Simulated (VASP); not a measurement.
# Pd (Fm-3m) in VASP: notebook

Runs on Pd. Level: LDA. Tasks: single point, relaxation of cell and atoms.

All numbers are computed with VASP 6.6.1; they aren't measurements. Logs are shortened: lines on timing, memory, paths and dates and some standing lists are left out, and cuts for length are marked.

## Step 1: The cell of the first run

It takes space group Fm-3m (No. 225, cubic). Conventional cell: a = 3.841 Å, b = 3.841 Å, c = 3.841 Å, α = 90.00°, β = 90.00°, γ = 90.00°. Pd (site symmetry m-3m) has 12 Pd at 2.72 Å within 3.6 Å.

## Step 2: Single point, LDA

Input file INCAR:

```
SYSTEM = Pd
  PREC = Accurate
  ENCUT = 500
  EDIFF = 1E-6
  ISMEAR = -1
  SIGMA = 0.1
  LREAL = .False.
  LASPH = .True.
  NELM = 120
  ALGO = Normal
  ISIF = 2
  LWAVE = .False.
  LCHARG = .False.
  NBANDS = 11
  GGA_COMPAT = .False.
```

Input file KPOINTS:

```
regular mesh
0
Gamma
  10 10 10
  0 0 0
```

Input file POSCAR:

```
Pd
1.0
    0.0000000000      1.9204429531      1.9204429531
    1.9204429531      0.0000000000      1.9204429531
    1.9204429531      1.9204429531      0.0000000000
Pd
1
Direct
    0.0000000000      0.0000000000      0.0000000000
```

Potentials or basis: VASP PAW LDA potentials, release 64 (Pd).

On the command line:

```sh
> cat potpaw_LDA.64/Pd/POTCAR > POTCAR
> mpirun -np 1 vasp_std > vasp.out
```

OUTCAR:

```text
SYSTEM = Pd
   PREC = Accurate
   ENCUT = 500
   EDIFF = 1E-6
   ISMEAR = -1
   LREAL = .False.
   LASPH = .True.
   NELM = 120
   ISIF = 2

 ion  position               nearest neighbor table
   1  0.000  0.000  0.000-

  LATTYP: Found a face centered cubic cell.
 ALAT       =     3.8408859062

  Lattice vectors:

 A1 = (   0.0000000000,   1.9204429531,   1.9204429531)
 A2 = (   1.9204429531,   0.0000000000,   1.9204429531)
 A3 = (   1.9204429531,   1.9204429531,   0.0000000000)

Analysis of symmetry for initial positions (statically):
=====================================================================
 Subroutine PRICEL returns:
 Original cell was already a primitive cell.

 Routine SETGRP: Setting up the symmetry group for a
 face centered cubic supercell.

 Subroutine GETGRP returns: Found 48 space group operations
 (whereof 48 operations were pure point group operations)
 out of a pool of 48 trial point group operations.

The static configuration has the point symmetry O_h .

Analysis of symmetry for dynamics (positions and initial velocities):
=====================================================================
 Subroutine PRICEL returns:
 Original cell was already a primitive cell.

 Routine SETGRP: Setting up the symmetry group for a
 face centered cubic supercell.

 Subroutine GETGRP returns: Found 48 space group operations
 (whereof 48 operations were pure point group operations)
 out of a pool of 48 trial point group operations.

The dynamic configuration has the point symmetry O_h .

 Subroutine INISYM returns: Found 48 space group operations
 (whereof 48 operations are pure point group operations),
 and found     1 'primitive' translations

----------------------------------------------------------------------------------------

                                     Primitive cell

  volume of cell :      14.1656

  direct lattice vectors                    reciprocal lattice vectors
     0.000000000  1.920442953  1.920442953    -0.260356601  0.260356601  0.260356601
     1.920442953  0.000000000  1.920442953     0.260356601 -0.260356601  0.260356601
     1.920442953  1.920442953  0.000000000     0.260356601  0.260356601 -0.260356601

  length of vectors
     2.715916470  2.715916470  2.715916470     0.450950861  0.450950861  0.450950861

  position of ions in fractional coordinates (direct lattice)
     0.000000000  0.000000000  0.000000000

  ion indices of the primitive-cell ions
   primitive index   ion index
                 1           1

----------------------------------------------------------------------------------------
[... 79 lines left out ...]
   TEBEG  =    0.0;   TEEND  =   0.0 temperature during run
   PSTRESS=    0.0 pullay stress
   NELECT =      10.0000    total number of electrons
   NUPDOWN=      -1.0000    fix difference up-down
   EMIN   =  10.00;   EMAX   =-10.00  energy-range for DOS
   EFERMI =   0.00;   METHOD = LEGACY
   ISMEAR =    -1;   SIGMA  =   0.10  broadening in eV -4-tet -1-fermi 0-gaus
   EFERMI_NEDOS =   21; number of points for ismear=-14 and -15
   IALGO  =     38    algorithm
   IMIX   =      4    mixing-type and parameters
     AMIX     =   0.40;   BMIX     =  1.00
     AMIX_MAG =   1.60;   BMIX_MAG =  1.00
  volume/ion in A,a.u.               =      14.17        95.59
  Fermi-wavevector in a.u.,A,eV,Ry     =   1.457684  2.754624 28.910244  2.124843
  Thomas-Fermi vector in A             =   2.574457
   LORBIT       =      0    0 simple, 1 ext, 2 COOP (PROOUT), +10 PAW based schemes
   GGA     = CA    functional components
   LHFCALC =     F    Hartree Fock is set to
   AEXX    =    0.0000 exact exchange contribution
   IVDW    =     0    specifies the selected vdW correction
   LEPSILON=     F    determine dielectric tensor
   LRPA    =     F    only Hartree local field effects (RPA)
 non-spin polarized calculation
  energy-cutoff  :      500.00
  volume of cell :       14.17
 maximum number of plane-waves:       370
   NGX =  9   NGY =  9   NGZ =  9

 number of electron      10.0000005 magnetization

 Free energy of the ion-electron system (eV)
  ---------------------------------------------------
  ext. energy  EPLUGINS =         0.00000000
  ---------------------------------------------------
  free energy    TOTEN  =        -6.53582829 eV

  energy without entropy =       -6.48352454  energy(sigma->0) =       -6.50967641

 E-fermi :  10.3597     XC(G=0): -13.7640

 val. band max:       10.3189342509   @ k =   0.5000   0.1000   0.0000
 cond. band min:      10.3666730992   @ k =   0.5000   0.2000   0.0000
 fundamental gap:      0.0477388483
 Fermi energy:        10.3596882343

 k-point     1 :       0.0000    0.0000    0.0000
  band No.  band energies     occupation
      1       2.7447      2.00000
      2       7.2518      2.00000
      3       7.2518      2.00000
      4       7.2518      2.00000
      5       9.0058      2.00000
      6       9.0058      2.00000
      7      27.4405      0.00000
      8      32.3896      0.00000
      9      32.3896      0.00000
     10      32.3896      0.00000
     11      35.9599      0.00000
[... 309 lines left out ...]
 k-point    24 :       0.4000    0.3000    0.0000
  band No.  band energies     occupation
      1       5.1250      2.00000
      2       5.4086      2.00000
      3       8.7358      2.00000
      4       9.2895      1.99995
      5      10.2307      1.56837
      6      11.3404      0.00011
      7      24.1972      0.00000
      8      25.9370      0.00000
      9      26.1231      0.00000
     10      31.6155      0.00000
     11      33.9239      0.00000

 [... further k-points ...]

------------------------ aborting loop because EDIFF is reached ----------------------------------------

  FORCE on cell =-STRESS in cart. coord.  units (eV):
  Direction    XX          YY          ZZ          XY          YZ          ZX
  --------------------------------------------------------------------------------------
  -------------------------------------------------------------------------------------
  Total        0.0290794      0.0290794      0.0290794      0.0000000      0.0000000      0.0000000
  in kB        3.2889877      3.2889877      3.2889877      0.0000000      0.0000000      0.0000000
  external PRESSURE =       3.2889877 kB  Pullay stress =       0.0000000 kB

 VOLUME and BASIS-vectors are now :
 -----------------------------------------------------------------------------
  energy-cutoff  :      500.00
  volume of cell :       14.17
      direct lattice vectors                 reciprocal lattice vectors
     0.000000000  1.920442953  1.920442953    -0.260356601  0.260356601  0.260356601
     1.920442953  0.000000000  1.920442953     0.260356601 -0.260356601  0.260356601
     1.920442953  1.920442953  0.000000000     0.260356601  0.260356601 -0.260356601

 POSITION                                       TOTAL-FORCE (eV/Angst)
 -----------------------------------------------------------------------------------
      0.00000      0.00000      0.00000         0.000000      0.000000      0.000000
 -----------------------------------------------------------------------------------
    total drift:                                0.000000     -0.000000     -0.000000

  FREE ENERGIE OF THE ION-ELECTRON SYSTEM (eV)
  ---------------------------------------------------
  free  energy   TOTEN  =        -6.5358282889 eV

  energy  without entropy=       -6.4835245388  energy(sigma->0) =       -6.50967641
```

Run time: 2.8 s. Hardware: 1 thread of Intel Xeon 6975P-C (Granite Rapids), shared host; peak memory 0.12 GiB.

What came out:

```yaml
Free_energy: -6.5358 eV
Pressure: 0.3 GPa
Band_gap_on_the_k_mesh: zero (bands 5 and 6 overlap by 1.69 eV)
```

## Step 3: Relaxation of cell and atoms, LDA

This run uses another cell than the first one, of 14.75 Å³/atom.

Input file INCAR:

```
ALGO = Normal
EDIFF = 1E-7
EDIFFG = -0.02
ENCUT = 500
GGA = CA
GGA_COMPAT = F
IBRION = 2
ISIF = 3
ISMEAR = -1
LASPH = T
LCHARG = F
LREAL = F
LWAVE = F
NELM = 120
NELMIN = 4
NSW = 80
PREC = Accurate
SIGMA = 0.1
```

Input file KPOINTS:

```
k-points
0
Gamma
  10 10 10
```

Input file POSCAR:

```
Pd
1.0
    0.0000000000      1.9465000000      1.9465000000
    1.9465000000      0.0000000000      1.9465000000
    1.9465000000      1.9465000000      0.0000000000
Pd
1
Direct
    0.0000000000      0.0000000000      0.0000000000
```

Potentials or basis: VASP PAW LDA potentials, release 64 (Pd).

On the command line:

```sh
> cat potpaw_LDA.64/Pd/POTCAR > POTCAR
> mpirun -np 1 vasp_std > vasp.out
```

OUTCAR:

```text
EDIFF = 1E-7
   EDIFFG = -0.02
   ENCUT = 500
   GGA = CA
   IBRION = 2
   ISIF = 3
   ISMEAR = -1
   LASPH = T
   LREAL = F
   NELM = 120
   NELMIN = 4
   NSW = 80
   PREC = Accurate

 ion  position               nearest neighbor table
   1  0.000  0.000  0.000-

  LATTYP: Found a face centered cubic cell.
 ALAT       =     3.8930000000

  Lattice vectors:

 A1 = (   0.0000000000,   1.9465000000,   1.9465000000)
 A2 = (   1.9465000000,   0.0000000000,   1.9465000000)
 A3 = (   1.9465000000,   1.9465000000,   0.0000000000)

Analysis of symmetry for initial positions (statically):
=====================================================================
 Subroutine PRICEL returns:
 Original cell was already a primitive cell.

 Routine SETGRP: Setting up the symmetry group for a
 face centered cubic supercell.

 Subroutine GETGRP returns: Found 48 space group operations
 (whereof 48 operations were pure point group operations)
 out of a pool of 48 trial point group operations.

The static configuration has the point symmetry O_h .

Analysis of symmetry for dynamics (positions and initial velocities):
=====================================================================
 Subroutine PRICEL returns:
 Original cell was already a primitive cell.

 Routine SETGRP: Setting up the symmetry group for a
 face centered cubic supercell.

 Subroutine GETGRP returns: Found 48 space group operations
 (whereof 48 operations were pure point group operations)
 out of a pool of 48 trial point group operations.

The dynamic configuration has the point symmetry O_h .

 Subroutine INISYM returns: Found 48 space group operations
 (whereof 48 operations are pure point group operations),
 and found     1 'primitive' translations

----------------------------------------------------------------------------------------

                                     Primitive cell

  volume of cell :      14.7500

  direct lattice vectors                    reciprocal lattice vectors
     0.000000000  1.946500000  1.946500000    -0.256871307  0.256871307  0.256871307
     1.946500000  0.000000000  1.946500000     0.256871307 -0.256871307  0.256871307
     1.946500000  1.946500000  0.000000000     0.256871307  0.256871307 -0.256871307

  length of vectors
     2.752766699  2.752766699  2.752766699     0.444914156  0.444914156  0.444914156

  position of ions in fractional coordinates (direct lattice)
     0.000000000  0.000000000  0.000000000

  ion indices of the primitive-cell ions
   primitive index   ion index
                 1           1

----------------------------------------------------------------------------------------

 KPOINTS: k-points

Automatic generation of k-mesh.
 Grid dimensions read from file:
 generate k-points for:   10   10   10

 Generating k-lattice:

  Cartesian coordinates                     Fractional coordinates (reciprocal lattice)
    -0.025687131  0.025687131  0.025687131     0.100000000  0.000000000  0.000000000
     0.025687131 -0.025687131  0.025687131     0.000000000  0.100000000  0.000000000
     0.025687131  0.025687131 -0.025687131     0.000000000  0.000000000  0.100000000

  Length of vectors
     0.044491416  0.044491416  0.044491416

  Shift w.r.t. Gamma in fractional coordinates (k-lattice)
     0.000000000  0.000000000  0.000000000

 Subroutine IBZKPT returns following result:
 ===========================================

 Found     47 irreducible k-points:

 Following reciprocal coordinates:
            Coordinates               Weight
  0.000000  0.000000  0.000000      1.000000
  0.100000  0.000000  0.000000      8.000000
  0.200000  0.000000  0.000000      8.000000
  0.300000  0.000000  0.000000      8.000000
  0.400000  0.000000  0.000000      8.000000
  0.500000  0.000000  0.000000      4.000000
[... 16 lines left out ...]
  0.300000  0.300000  0.000000      6.000000
  0.400000  0.300000  0.000000     24.000000
 [... further k-points ...]
   k-points           NKPTS =     47   k-points in BZ     NKDIM =     47   number of bands    NBANDS=      9
   number of dos      NEDOS =    301   number of ions     NIONS =      1
   total plane-waves  NPLWV =   8000
   dimension x,y,z NGX =    20 NGY =   20 NGZ =   20
   dimension x,y,z NGXF=    40 NGYF=   40 NGZF=   40
   ions per type =               1
   NGX,Y,Z   is equivalent  to a cutoff of  12.08, 12.08, 12.08 a.u.
   NGXF,Y,Z  is equivalent  to a cutoff of  24.16, 24.16, 24.16 a.u.
 SYSTEM =  unknown system
   PREC   = accura    normal or accurate (medium, high low for compatibility)
   ISTART =      0    job   : 0-new  1-cont  2-samecut
   ICHARG =      2    charge: 1-file 2-atom 10-const
   ISPIN  =      1    spin polarized calculation?
   LNONCOLLINEAR =      F non collinear calculations
   LSORBIT =      F    spin-orbit coupling
   LASPH  =      T    aspherical Exc in radial PAW
   ENCUT  =  500.0 eV  36.75 Ry    6.06 a.u.   5.02  5.02  5.02*2*pi/ulx,y,z
   NELM   =    120;   NELMIN=  4; NELMDL= -5     # of ELM steps
   EDIFF  = 0.1E-06   stopping-criterion for ELM
   LREAL  =      F    real-space projection
   EDIFFG = -.2E-01   stopping-criterion for IOM
   NSW    =     80    number of steps for IOM
   IBRION =      2    ionic relax: 0-MD 1-quasi-New 2-CG
   NFREE  =      1    steps in history (QN), initial steepest desc. (CG)
   ISIF   =      3    stress and relaxation
   ISYM   =      2    0-nonsym 1-usesym 2-fastsym
   POTIM  = 0.5000    time-step for ionic-motion
   TEBEG  =    0.0;   TEEND  =   0.0 temperature during run
   PSTRESS=    0.0 pullay stress
   NELECT =      10.0000    total number of electrons
   NUPDOWN=      -1.0000    fix difference up-down
   EMIN   =  10.00;   EMAX   =-10.00  energy-range for DOS
   EFERMI =   0.00;   METHOD = LEGACY
   ISMEAR =    -1;   SIGMA  =   0.10  broadening in eV -4-tet -1-fermi 0-gaus
   EFERMI_NEDOS =   21; number of points for ismear=-14 and -15
   IALGO  =     38    algorithm
   IMIX   =      4    mixing-type and parameters
     AMIX     =   0.40;   BMIX     =  1.00
     AMIX_MAG =   1.60;   BMIX_MAG =  1.00
  volume/ion in A,a.u.               =      14.75        99.54
  Fermi-wavevector in a.u.,A,eV,Ry     =   1.438171  2.717748 28.141404  2.068335
  Thomas-Fermi vector in A             =   2.557167
   LORBIT       =      0    0 simple, 1 ext, 2 COOP (PROOUT), +10 PAW based schemes
   GGA     = CA    functional components
   LHFCALC =     F    Hartree Fock is set to
   AEXX    =    0.0000 exact exchange contribution
   IVDW    =     0    specifies the selected vdW correction
   LEPSILON=     F    determine dielectric tensor
   LRPA    =     F    only Hartree local field effects (RPA)
 conjugate gradient relaxation of ions
 non-spin polarized calculation
  energy-cutoff  :      500.00
  volume of cell :       14.75
 maximum number of plane-waves:       388
   NGX =  9   NGY =  9   NGZ =  9

--------------------------------------- Ionic step        1  -------------------------------------------

 number of electron      10.0000000 magnetization

 number of electron       9.9999999 magnetization

 Free energy of the ion-electron system (eV)
  ---------------------------------------------------
  ext. energy  EPLUGINS =         0.00000000
  ---------------------------------------------------
  free energy    TOTEN  =        -6.52150399 eV

  energy without entropy =       -6.46642491  energy(sigma->0) =       -6.49396445

 E-fermi :   9.6441     XC(G=0): -13.5160

 val. band max:        9.6007575629   @ k =   0.5000   0.1000   0.0000
 cond. band min:       9.6451396800   @ k =   0.5000   0.2000   0.0000
 fundamental gap:      0.0443821171
 Fermi energy:         9.6441052170

 k-point     1 :       0.0000    0.0000    0.0000
  band No.  band energies     occupation
      1       2.3543      2.00000
      2       6.7313      2.00000
      3       6.7313      2.00000
      4       6.7313      2.00000
      5       8.3735      1.99999
      6       8.3735      1.99999
      7      26.7261      0.00000
      8      31.4399      0.00000
      9      31.4399      0.00000
[... 343 lines left out ...]
  energy  without entropy=       -6.4383318158  energy(sigma->0) =       -6.46223621

--------------------------------------- Ionic step        3  -------------------------------------------

 number of electron      10.0000005 magnetization

 Free energy of the ion-electron system (eV)
  ---------------------------------------------------
  ext. energy  EPLUGINS =         0.00000000
  ---------------------------------------------------
  free energy    TOTEN  =        -6.53607068 eV

  energy without entropy =       -6.48362391  energy(sigma->0) =       -6.50984729

 E-fermi :  10.3216     XC(G=0): -13.7511

 val. band max:       10.2807077992   @ k =   0.5000   0.1000   0.0000
 cond. band min:      10.3282713240   @ k =   0.5000   0.2000   0.0000
 fundamental gap:      0.0475635249
 Fermi energy:        10.3215979340

 k-point     1 :       0.0000    0.0000    0.0000
  band No.  band energies     occupation
      1       2.7238      2.00000
      2       7.2242      2.00000
      3       7.2242      2.00000
      4       7.2242      2.00000
      5       8.9722      2.00000
      6       8.9722      2.00000
      7      27.4030      0.00000
      8      32.3398      0.00000
      9      32.3398      0.00000
[... 304 lines left out ...]
  FREE ENERGIE OF THE ION-ELECTRON SYSTEM (eV)
  ---------------------------------------------------
  free  energy   TOTEN  =        -6.5360706773 eV

  energy  without entropy=       -6.4836239051  energy(sigma->0) =       -6.50984729

 reached required accuracy - stopping structural energy minimisation
```

Run time: 5.3 s. Hardware: 1 thread of Intel Xeon 6975P-C (Granite Rapids), shared host; peak memory 0.12 GiB.

Results:

```
Free energy                           : -6.5361 eV
Relaxed volume                        : 14.20 Å³/atom
Relaxed cell                          : a = 2.718 Å, b = 2.718 Å, c = 2.718 Å, α = 60.00°, β = 60.00°, γ = 60.00°
Space group after relaxing (to 0.1 Å) : Fm-3m (No. 225)
Energy gained by relaxing             : 14.6 meV/atom
Ionic steps                           : 3
Pressure after relaxing               : -0.2 GPa
Band gap on the k mesh                : zero (bands 5 and 6 overlap by 1.69 eV)
```

Step by step:
```tsv
step	energy change (eV)	largest force (eV/Å)	pressure (GPa)	volume (Å³)
1	0.0000	0.0000	-7.91	14.75
2	0.0354	0.0000	18.41	13.25
3	-0.0146	0.0000	-0.18	14.20
```

Final structure:
```yaml
crystal:
  lattice:
    - [0.00000, 1.92179, 1.92179]
    - [1.92179, 0.00000, 1.92179]
    - [1.92179, 1.92179, 0.00000]
  atoms:
    - { symbol: Pd, position: [0.00000, 0.00000, 0.00000] }
```

LDA usually gives volumes a few per cent too small. Zero-point motion and thermal expansion aren't in these numbers.
